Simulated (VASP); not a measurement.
# BN (F-43m) in VASP: a series of runs, part 2 of 2

VASP 6.6.1.

### 3 Electric field gradients, PBE (volume scaled by 0.99)

The input, INCAR:

```
PREC = Accurate ; ENCUT = 520
EDIFF = 1E-8 ; ISMEAR = -1
SIGMA = 0.03 ; LREAL = False
LASPH = True ; NELM = 80
ALGO = Normal ; ISIF = 2
LWAVE = False ; LCHARG = False
GGA = PE ; LEFG = True
NBANDS = 11
```

The input, KPOINTS:

```
regular mesh
0
Gamma
  13 13 13
```

The input, POSCAR:

```
BN
1.0
    0.0000000000      1.8014548043      1.8014548043
    1.8014548043      0.0000000000      1.8014548043
    1.8014548043      1.8014548043      0.0000000000
B N
1 1
Direct
    0.0000000000      0.0000000000      0.0000000000
    0.7500000000      0.7500000000      0.7500000000
```

Potentials or basis: VASP PAW PBE potentials, release 64 (B, N).

Launch:

```sh
$ cat potpaw_PBE.64/B/POTCAR potpaw_PBE.64/N/POTCAR > POTCAR
$ mpirun -np 1 vasp_std > vasp.out
```

OUTCAR:

```text
PREC = Accurate
   ENCUT = 520
   EDIFF = 1E-8
   ISMEAR = -1
   LREAL = False
   LASPH = True
   NELM = 80
   ISIF = 2
   GGA = PE

 ion  position               nearest neighbor table
   1  0.000  0.000  0.000-   2 1.56   2 1.56   2 1.56   2 1.56
   2  0.750  0.750  0.750-   1 1.56   1 1.56   1 1.56   1 1.56

  LATTYP: Found a face centered cubic cell.
 ALAT       =     3.6029096086

  Lattice vectors:

 A1 = (   0.0000000000,   1.8014548043,   1.8014548043)
 A2 = (   1.8014548043,   0.0000000000,   1.8014548043)
[... 546 lines left out ...]
  FREE ENERGIE OF THE ION-ELECTRON SYSTEM (eV)
  ---------------------------------------------------
  free  energy   TOTEN  =       -17.4457184675 eV

  energy  without entropy=      -17.4457184675  energy(sigma->0) =      -17.44571847

 Electric field gradients (V/A^2)
---------------------------------------------------------------------
 ion       V_xx      V_yy      V_zz      V_xy      V_xz      V_yz
---------------------------------------------------------------------
   1      -0.000    -0.000     0.000    -0.000    -0.000    -0.000
   2      -0.000    -0.000     0.000    -0.000    -0.000    -0.000
---------------------------------------------------------------------

 Electric field gradients after diagonalization (V/A^2)
 (convention: |V_zz| > |V_xx| > |V_yy|)
----------------------------------------------------------------------
 ion       V_xx      V_yy      V_zz     asymmetry (V_yy - V_xx)/ V_zz
----------------------------------------------------------------------
   1       0.000     0.000    -0.000       0.000
   2       0.000     0.000    -0.001       0.000
----------------------------------------------------------------------

           NMR quadrupolar parameters

 Cq : quadrupolar parameter    Cq=e*Q*V_zz/h
 eta: asymmetry parameters     (V_yy - V_xx)/ V_zz
 Q  : nuclear electric quadrupole moment in mb (millibarn)
----------------------------------------------------------------------
 ion       Cq(MHz)       eta       Q (mb)
----------------------------------------------------------------------
   1      -0.000       0.000       1.000
   2      -0.000       0.000       1.000
----------------------------------------------------------------------
```

stdout:

```text
POSCAR found type information on POSCAR B N
 POSCAR found :  2 types and       2 ions
 scaLAPACK will be used
 LDA part: xc-table for (Slater+PW92), standard interpolation
 POSCAR, INCAR and KPOINTS ok, starting setup
 FFT: planning ... GRIDC
 FFT: planning ... GRID_SOFT
 FFT: planning ... GRID
 WAVECAR not read
 entering main loop
ion   1

ion   2
```

Run time: 13 s. Hardware: 1 thread of AMD EPYC 7R43 (Zen 3), shared host; peak memory 0.08 GiB.

What came out:

```
Free energy            : -17.4457 eV
Pressure               : 7.2 GPa
Band gap on the k mesh : 4.55 eV, indirect (least direct gap 8.87 eV)
```

Levels at points of the mesh, in eV from the valence-band top:
```
           k point  band 2  band 3  band 4  band 5  band 6  band 7
(0.00, 0.00, 0.00)    0.00    0.00    0.00    8.87    8.87    8.87
```

Caveat: without QUAD_EFG the Cq values of the log hold for a quadrupole moment of 1 mb, not for the nuclei.

### 4 Electric field gradients, PBE (volume scaled by 0.99)

The input, INCAR:

```
SYSTEM = BN
PREC = Accurate
ENCUT = 520
EDIFF = 1E-8
ISMEAR = -1
SIGMA = 0.03
LREAL = .FALSE.
LASPH = .TRUE.
NELM = 100
ALGO = Normal
ISIF = 2
LWAVE = .FALSE.
LCHARG = .FALSE.
GGA = PE
LEFG = .TRUE.
NBANDS = 11
```

The input, KPOINTS:

```
Automatic mesh
0
G
  13 13 13
  0 0 0
```

POSCAR is that of step 3.

Potentials or basis: VASP PAW PBE potentials, release 64 (B, N).

Launch:

```sh
$ cat potpaw_PBE.64/B/POTCAR potpaw_PBE.64/N/POTCAR > POTCAR
$ mpirun -np 1 vasp_std > vasp.out
```

OUTCAR:

```text
SYSTEM = BN
   PREC = Accurate
   ENCUT = 520
   EDIFF = 1E-8
   ISMEAR = -1
   LREAL = .FALSE.
   LASPH = .TRUE.
   NELM = 100
   ISIF = 2
   GGA = PE

 ion  position               nearest neighbor table
   1  0.000  0.000  0.000-   2 1.56   2 1.56   2 1.56   2 1.56
   2  0.750  0.750  0.750-   1 1.56   1 1.56   1 1.56   1 1.56

  LATTYP: Found a face centered cubic cell.
 ALAT       =     3.6029096086

  Lattice vectors:

 A1 = (   0.0000000000,   1.8014548043,   1.8014548043)
 A2 = (   1.8014548043,   0.0000000000,   1.8014548043)
[... 547 lines left out ...]
  ---------------------------------------------------
  free  energy   TOTEN  =       -17.4457184675 eV

  energy  without entropy=      -17.4457184675  energy(sigma->0) =      -17.44571847

 Electric field gradients (V/A^2)
---------------------------------------------------------------------
 ion       V_xx      V_yy      V_zz      V_xy      V_xz      V_yz
---------------------------------------------------------------------
   1      -0.000    -0.000     0.000    -0.000    -0.000    -0.000
   2      -0.000    -0.000     0.000    -0.000    -0.000    -0.000
---------------------------------------------------------------------

 Electric field gradients after diagonalization (V/A^2)
 (convention: |V_zz| > |V_xx| > |V_yy|)
----------------------------------------------------------------------
 ion       V_xx      V_yy      V_zz     asymmetry (V_yy - V_xx)/ V_zz
----------------------------------------------------------------------
   1       0.000     0.000    -0.000       0.000
   2       0.000     0.000    -0.001       0.000
----------------------------------------------------------------------

           NMR quadrupolar parameters

 Cq : quadrupolar parameter    Cq=e*Q*V_zz/h
 eta: asymmetry parameters     (V_yy - V_xx)/ V_zz
 Q  : nuclear electric quadrupole moment in mb (millibarn)
----------------------------------------------------------------------
 ion       Cq(MHz)       eta       Q (mb)
----------------------------------------------------------------------
   1      -0.000       0.000       1.000
   2      -0.000       0.000       1.000
----------------------------------------------------------------------
```

stdout:

```text
POSCAR found type information on POSCAR B N
 POSCAR found :  2 types and       2 ions
 scaLAPACK will be used
 LDA part: xc-table for (Slater+PW92), standard interpolation
 POSCAR, INCAR and KPOINTS ok, starting setup
 FFT: planning ... GRIDC
 FFT: planning ... GRID_SOFT
 FFT: planning ... GRID
 WAVECAR not read
 entering main loop
ion   1

ion   2
```

Run time: 16 s. Hardware: 1 thread of AMD EPYC 7R43 (Zen 3), shared host; peak memory 0.09 GiB.

What came out:

- Free energy: -17.4457 eV
- Pressure: 7.2 GPa
- Band gap on the k mesh: 4.55 eV, indirect (least direct gap 8.87 eV)

Caveat: without QUAD_EFG the Cq values of the log hold for a quadrupole moment of 1 mb, not for the nuclei. A k mesh can miss the band edges.
